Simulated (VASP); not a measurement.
# V (Fm-3m) in VASP: further runs

V is run at these levels: PBE; tasks: relaxation of cell and atoms, single point.

Everything below comes from runs of VASP 6.6.1. Logs are shortened: lines on timing, memory, paths and dates and some standing lists are left out, and cuts for length are marked.

## (1) The cell of the first run

It takes space group Fm-3m (No. 225, cubic). The conventional cell has a = 3.790 Å, b = 3.790 Å, c = 3.790 Å, α = 90.00°, β = 90.00°, γ = 90.00°. Within 3.5 Å of V (site symmetry m-3m) lie 12 V at 2.68 Å.

## (2) Relaxation of cell and atoms, PBE

Input file INCAR:

```
SYSTEM = V
ALGO = Normal ; EDIFF = 1E-6
EDIFFG = -0.005 ; ENCUT = 600
GGA = PE ; IBRION = 2
ISIF = 3 ; ISMEAR = 0
LASPH = .TRUE. ; LCHARG = .FALSE.
LREAL = .FALSE. ; LWAVE = .FALSE.
NELM = 80 ; NSW = 100
PREC = Accurate ; SIGMA = 0.1
```

Input file KPOINTS:

```
k-points
0
G
  18 18 18
  0 0 0
```

Input file POSCAR:

```
V
1.0
    0.0000000000      1.8950000000      1.8950000000
    1.8950000000      0.0000000000      1.8950000000
    1.8950000000      1.8950000000      0.0000000000
V
1
Direct
    0.0000000000      0.0000000000      0.0000000000
```

Potentials or basis: VASP PAW PBE potentials, release 64 (V_sv).

Launch:

```
> cat potpaw_PBE.64/V_sv/POTCAR > POTCAR
> mpirun -np 1 vasp_std > vasp.out
```

OUTCAR:

```text
SYSTEM = V
   EDIFF = 1E-6
   EDIFFG = -0.005
   ENCUT = 600
   GGA = PE
   IBRION = 2
   ISIF = 3
   ISMEAR = 0
   LASPH = .TRUE.
   LREAL = .FALSE.
   NELM = 80
   NSW = 100
   PREC = Accurate

 ion  position               nearest neighbor table
   1  0.000  0.000  0.000-

  LATTYP: Found a face centered cubic cell.
 ALAT       =     3.7900000000

  Lattice vectors:

 A1 = (   0.0000000000,   1.8950000000,   1.8950000000)
 A2 = (   1.8950000000,   0.0000000000,   1.8950000000)
 A3 = (   1.8950000000,   1.8950000000,   0.0000000000)

Analysis of symmetry for initial positions (statically):
=====================================================================
 Subroutine PRICEL returns:
 Original cell was already a primitive cell.

 Routine SETGRP: Setting up the symmetry group for a
 face centered cubic supercell.

 Subroutine GETGRP returns: Found 48 space group operations
 (whereof 48 operations were pure point group operations)
 out of a pool of 48 trial point group operations.

The static configuration has the point symmetry O_h .

Analysis of symmetry for dynamics (positions and initial velocities):
=====================================================================
 Subroutine PRICEL returns:
 Original cell was already a primitive cell.

 Routine SETGRP: Setting up the symmetry group for a
 face centered cubic supercell.

 Subroutine GETGRP returns: Found 48 space group operations
 (whereof 48 operations were pure point group operations)
 out of a pool of 48 trial point group operations.

The dynamic configuration has the point symmetry O_h .

 Subroutine INISYM returns: Found 48 space group operations
 (whereof 48 operations are pure point group operations),
 and found     1 'primitive' translations

----------------------------------------------------------------------------------------

                                     Primitive cell

  volume of cell :      13.6100

  direct lattice vectors                    reciprocal lattice vectors
     0.000000000  1.895000000  1.895000000    -0.263852243  0.263852243  0.263852243
     1.895000000  0.000000000  1.895000000     0.263852243 -0.263852243  0.263852243
     1.895000000  1.895000000  0.000000000     0.263852243  0.263852243 -0.263852243

  length of vectors
     2.679934701  2.679934701  2.679934701     0.457005490  0.457005490  0.457005490

  position of ions in fractional coordinates (direct lattice)
     0.000000000  0.000000000  0.000000000

  ion indices of the primitive-cell ions
   primitive index   ion index
[... 94 lines left out ...]
  volume/ion in A,a.u.               =      13.61        91.84
  Fermi-wavevector in a.u.,A,eV,Ry     =   1.612266  3.046741 35.367013  2.599402
  Thomas-Fermi vector in A             =   2.707524
   LORBIT       =      0    0 simple, 1 ext, 2 COOP (PROOUT), +10 PAW based schemes
   GGA     = PE    functional components
   LHFCALC =     F    Hartree Fock is set to
   AEXX    =    0.0000 exact exchange contribution
   IVDW    =     0    specifies the selected vdW correction
   LEPSILON=     F    determine dielectric tensor
   LRPA    =     F    only Hartree local field effects (RPA)
 conjugate gradient relaxation of ions
 non-spin polarized calculation
 Gauss-broadening in eV      SIGMA  =   0.10
  energy-cutoff  :      600.00
  volume of cell :       13.61
 maximum number of plane-waves:       467
 NGX is ok and might be reduce to    24
   NGX = 11   NGY = 11   NGZ = 11

--------------------------------------- Ionic step        1  -------------------------------------------

 number of electron      12.9999997 magnetization

 Free energy of the ion-electron system (eV)
  ---------------------------------------------------
  ext. energy  EPLUGINS =         0.00000000
  ---------------------------------------------------
  free energy    TOTEN  =        -8.74986795 eV

  energy without entropy =       -8.74108881  energy(sigma->0) =       -8.74547838

------------------------ aborting loop because EDIFF is reached ----------------------------------------

  FORCE on cell =-STRESS in cart. coord.  units (eV):
  Direction    XX          YY          ZZ          XY          YZ          ZX
  --------------------------------------------------------------------------------------
  -------------------------------------------------------------------------------------
  Total        0.3391701      0.3391701      0.3391701     -0.0000000      0.0000000      0.0000000
  in kB       39.9273462     39.9273462     39.9273462     -0.0000000      0.0000000      0.0000000
  external PRESSURE =      39.9273462 kB  Pullay stress =       0.0000000 kB
[... 57 lines left out ...]
--------------------------------------- Ionic step        3  -------------------------------------------

 number of electron      12.9999998 magnetization

 Free energy of the ion-electron system (eV)
  ---------------------------------------------------
  ext. energy  EPLUGINS =         0.00000000
  ---------------------------------------------------
  free energy    TOTEN  =        -8.75356015 eV

  energy without entropy =       -8.74448630  energy(sigma->0) =       -8.74902322

 E-fermi :   9.6143     XC(G=0): -12.7325

 val. band max:        9.6065290250   @ k =  -0.3889   0.3889   0.1111
 cond. band min:       9.6144573593   @ k =  -0.0556   0.0556   0.0000
 fundamental gap:      0.0079283343
 Fermi energy:         9.6142920739

 k-point     1 :       0.0000    0.0000    0.0000
  band No.  band energies     occupation
      1     -54.4582      2.00000
      2     -27.8160      2.00000
      3     -27.8160      2.00000
      4     -27.8160      2.00000
      5       2.7968      2.00000
      6       9.7841      0.01633
      7       9.7841      0.01633
      8       9.7841      0.01633
      9      11.5193      0.00000
     10      11.5193      0.00000
[... 287 lines left out ...]
 k-point    24 :      -0.2222    0.0556    0.0000
  band No.  band energies     occupation
      1     -54.3793      2.00000
      2     -28.2060      2.00000
      3     -27.8913      2.00000
      4     -27.8567      2.00000
      5       4.7696      2.00000
      6       9.0193      2.00000
      7      10.0479      0.00000
      8      10.1438      0.00000
      9      11.3303      0.00000
     10      11.8490      0.00000

 [... further k-points ...]

------------------------ aborting loop because EDIFF is reached ----------------------------------------

  FORCE on cell =-STRESS in cart. coord.  units (eV):
  Direction    XX          YY          ZZ          XY          YZ          ZX
  --------------------------------------------------------------------------------------
  -------------------------------------------------------------------------------------
  Total       -0.0013092     -0.0013092     -0.0013092     -0.0000000      0.0000000      0.0000000
  in kB       -0.1507611     -0.1507611     -0.1507611     -0.0000000      0.0000000      0.0000000
  external PRESSURE =      -0.1507611 kB  Pullay stress =       0.0000000 kB
[... 16 lines left out ...]
  FREE ENERGIE OF THE ION-ELECTRON SYSTEM (eV)
  ---------------------------------------------------
  free  energy   TOTEN  =        -8.7535601461 eV

  energy  without entropy=       -8.7444862995  energy(sigma->0) =       -8.74902322

 reached required accuracy - stopping structural energy minimisation
```

OSZICAR:

```text
N       E                     dE             d eps       ncg     rms          rms(c)
DAV:   1     0.949393275190E+02    0.94939E+02   -0.78260E+03  3900   0.156E+03
DAV:   2    -0.855618788507E+01   -0.10350E+03   -0.10179E+03  4024   0.389E+02
DAV:   3    -0.101332964927E+02   -0.15771E+01   -0.15531E+01  4108   0.571E+01
[... 21 lines left out ...]
DAV:   3    -0.875434116802E+01    0.18175E-02   -0.36290E-03  3918   0.988E-01    0.515E-01
DAV:   4    -0.875356289224E+01    0.77828E-03   -0.17521E-03  3926   0.588E-01    0.314E-02
DAV:   5    -0.875356325748E+01   -0.36525E-06   -0.20739E-05  3960   0.638E-02    0.983E-03
DAV:   6    -0.875355979661E+01    0.34609E-05   -0.37541E-06  3764   0.253E-02    0.137E-03
DAV:   7    -0.875356014605E+01   -0.34944E-06   -0.32111E-08  1952   0.255E-03
   3 F= -.87535601E+01 E0= -.87490232E+01  d E =-.369220E-02
```

CONTCAR:

```text
V
   1.00000000000000
    -0.0000000000000000    1.9089800914852575    1.9089800914852575
     1.9089800914852575    0.0000000000000000    1.9089800914852575
     1.9089800914852575    1.9089800914852575    0.0000000000000000
  V
     1
Direct
     0.0000000000000000    0.0000000000000000    0.0000000000000000

  0.00000000E+00  0.00000000E+00  0.00000000E+00
```

Run time: 19 s. Hardware: 1 thread of Intel Xeon 6975P-C (Granite Rapids), shared host; peak memory 0.17 GiB.

Results:

```
Free energy                            : -8.7536 eV
Relaxed volume                         : 13.91 Å³/atom
Relaxed cell                           : a = 2.700 Å, b = 2.700 Å, c = 2.700 Å, α = 60.00°, β = 60.00°, γ = 60.00°
Space group after relaxing (to 0.05 Å) : Fm-3m (No. 225)
Energy gained by relaxing              : 3.7 meV/atom
Ionic steps                            : 3
Pressure after relaxing                : 0.0 GPa
```

The path:
```tsv
step	energy change (eV)	largest force (eV/Å)	pressure (GPa)	volume (Å³)
1	0.0000	0.0000	3.99	13.61
2	0.0017	0.0000	-4.47	14.29
3	-0.0037	0.0000	-0.02	13.91
```

Final structure:
```xyz
1
Lattice="0.0000 1.9090 1.9090 1.9090 0.0000 1.9090 1.9090 1.9090 0.0000" Properties=species:S:1:pos:R:3 pbc="T T T"
V     0.0000    0.0000    0.0000
```

PBE usually gives volumes a little too large and moduli too small. Zero-point motion and thermal expansion aren't in these numbers.

## (3) Single point, PBE (equal strain along all axes, cell held: -6.0 %)

Input file INCAR:

```
ALGO = Fast
EDIFF = 1E-7
ENCUT = 520
GGA = PE
ISIF = 2
ISMEAR = 0
LASPH = T
LCHARG = T
LELF = T
LREAL = F
LVHAR = T
LWAVE = F
NBANDS = 20
NELM = 60
PREC = Accurate
SIGMA = 0.1
```

Input file KPOINTS:

```
k-points
0
Gamma
  16 16 12
```

Input file POSCAR:

```
V
1.0
    1.7937816526      1.7937816526      0.0000000000
   -1.7937816526      1.7937816526      0.0000000000
    0.0000000000      0.0000000000      3.5875633053
V
2
Direct
    0.0000000000      0.0000000000      0.0000000000
    0.5000000000      0.5000000000      0.5000000000
```

Potentials or basis: VASP PAW PBE potentials, release 64 (V_sv).

Launch:

```
> cat potpaw_PBE.64/V_sv/POTCAR > POTCAR
> mpirun -np 1 vasp_std > vasp.out
```

It took 50 s on 1 thread of Intel Xeon 6975P-C (Granite Rapids), shared host; peak memory 0.21 GiB.

Results (log left out):

| Property | Result |
| --- | --- |
| Free energy | -16.9072 eV |
| Pressure | 46.8 GPa |
| Band gap on the k mesh | zero (band 13 reaches 16.02 eV, above the bottom of band 14 at 10.95 eV) |

Levels at points of the mesh, in eV from the Fermi level:
```csv
k point,band 11,band 12,band 13,band 14,band 15,band 16
"(0.00, 0.00, 0.00)",-3.43,0.10,0.10,0.10,2.35,2.36
"(0.50, 0.00, 0.00)",-1.26,-1.26,-1.04,-1.04,1.24,1.24
"(0.50, 0.50, 0.00)",-3.43,-3.43,3.85,3.85,4.27,4.27
"(0.00, 0.00, 0.50)",-1.89,-1.89,0.79,0.79,1.75,1.75
"(0.50, 0.00, 0.50)",-0.07,-0.07,-0.07,-0.07,1.40,1.40
"(0.50, 0.50, 0.50)",-1.23,-1.23,-1.23,-1.23,1.93,1.93
```

Caveat: the cell differs from its parent crystal (equal strain along all axes, cell held: -6.0 %).

## (4) Single point, PBE (equal strain along all axes, cell held: -4.0 %)

Input file INCAR:

```
SYSTEM = V
PREC = Accurate ; ENCUT = 520
EDIFF = 1E-6 ; ISMEAR = 0
SIGMA = 0.1 ; LREAL = .False.
LASPH = .True. ; NELM = 60
ALGO = Fast ; ISIF = 2
LWAVE = .False. ; LCHARG = .True.
GGA = PE ; LELF = .True.
LVHAR = .True. ; NBANDS = 20
```

Input file KPOINTS:

```
regular mesh
0
Gamma
  16 16 12
  0 0 0
```

Input file POSCAR:

```
V
1.0
    1.8319472197      1.8319472197      0.0000000000
   -1.8319472197      1.8319472197      0.0000000000
    0.0000000000      0.0000000000      3.6638944394
V
2
Direct
    0.0000000000      0.0000000000      0.0000000000
    0.5000000000      0.5000000000      0.5000000000
```

Launch:

```
> cat potpaw_PBE.64/V_sv/POTCAR > POTCAR
> mpirun -np 1 vasp_std > vasp.out
```

Wall time 42 s (1 thread of Intel Xeon 6975P-C (Granite Rapids), shared host); peak memory 0.23 GiB.

Results (log left out):

| Property | Result |
| --- | --- |
| Free energy | -17.2534 eV |
| Pressure | 27.6 GPa |
| Band gap on the k mesh | zero (band 13 reaches 14.82 eV, above the bottom of band 14 at 10.11 eV) |

Levels at points of the mesh, in eV from the Fermi level:
| k point | band 9 | band 10 | band 11 | band 12 | band 13 | band 14 | band 15 | band 16 | band 17 | band 18 |
| --- | --- | --- | --- | --- | --- | --- | --- | --- | --- | --- |
| (0.00, 0.00, 0.00) | -7.13 | -4.07 | -3.12 | 0.14 | 0.14 | 0.14 | 2.20 | 2.20 | 3.57 | 3.95 |
| (0.50, 0.00, 0.00) | -2.54 | -2.54 | -1.16 | -1.16 | -0.91 | -0.91 | 1.19 | 1.19 | 2.07 | 2.07 |
| (0.50, 0.50, 0.00) | -4.07 | -4.07 | -3.12 | -3.12 | 3.56 | 3.56 | 3.95 | 3.95 | 3.95 | 3.95 |
| (0.00, 0.00, 0.50) | -4.42 | -4.42 | -1.69 | -1.69 | 0.73 | 0.73 | 1.65 | 1.65 | 1.65 | 1.65 |
| (0.50, 0.00, 0.50) | -3.73 | -3.73 | -0.02 | -0.02 | -0.02 | -0.02 | 1.15 | 1.15 | 3.58 | 3.58 |
| (0.50, 0.50, 0.50) | -2.72 | -2.72 | -1.15 | -1.15 | -1.15 | -1.15 | 1.82 | 1.82 | 3.95 | 3.95 |

Caveat: the cell differs from its parent crystal (equal strain along all axes, cell held: -4.0 %).

## (5) Single point, PBE (equal strain along all axes, cell held: -2.0 %)

Input file INCAR:

```
SYSTEM = V
PREC = Accurate ; ENCUT = 520
EDIFF = 1E-6 ; ISMEAR = 0
SIGMA = 0.1 ; LREAL = .FALSE.
LASPH = .TRUE. ; NELM = 60
ALGO = Fast ; ISIF = 2
LWAVE = .FALSE. ; LCHARG = .TRUE.
GGA = PE ; LELF = .TRUE.
LVHAR = .TRUE. ; NBANDS = 20
```

Input file KPOINTS:

```
Automatic mesh
0
G
  16 16 12
  0 0 0
```

Input file POSCAR:

```
V
1.0
    1.8701127868      1.8701127868      0.0000000000
   -1.8701127868      1.8701127868      0.0000000000
    0.0000000000      0.0000000000      3.7402255736
V
2
Direct
    0.0000000000      0.0000000000      0.0000000000
    0.5000000000      0.5000000000      0.5000000000
```

Launch:

```
> cat potpaw_PBE.64/V_sv/POTCAR > POTCAR
> mpirun -np 1 vasp_std > vasp.out
```

It took 47 s on 1 thread of Intel Xeon 6975P-C (Granite Rapids), shared host; peak memory 0.23 GiB.

It converged, with:

| Quantity | Value |
| --- | --- |
| Free energy | -17.4459 eV |
| Pressure | 12.3 GPa |
| Band gap on the k mesh | zero (band 13 reaches 13.71 eV, above the bottom of band 14 at 9.34 eV) |

Levels at points of the mesh, in eV from the Fermi level:
| k point | band 11 | band 12 | band 13 | band 14 | band 15 | band 16 |
| --- | --- | --- | --- | --- | --- | --- |
| (0.00, 0.00, 0.00) | -2.85 | 0.16 | 0.16 | 0.16 | 2.05 | 2.05 |
| (0.50, 0.00, 0.00) | -1.07 | -1.07 | -0.80 | -0.80 | 1.13 | 1.13 |
| (0.50, 0.50, 0.00) | -2.85 | -2.85 | 3.30 | 3.30 | 3.65 | 3.65 |
| (0.00, 0.00, 0.50) | -1.52 | -1.52 | 0.68 | 0.68 | 1.54 | 1.54 |
| (0.50, 0.00, 0.50) | 0.02 | 0.02 | 0.02 | 0.02 | 0.96 | 0.96 |
| (0.50, 0.50, 0.50) | -1.07 | -1.07 | -1.07 | -1.07 | 1.71 | 1.71 |

Caveat: the cell differs from its parent crystal (equal strain along all axes, cell held: -2.0 %).

(Part 1 of 2 ends here.)
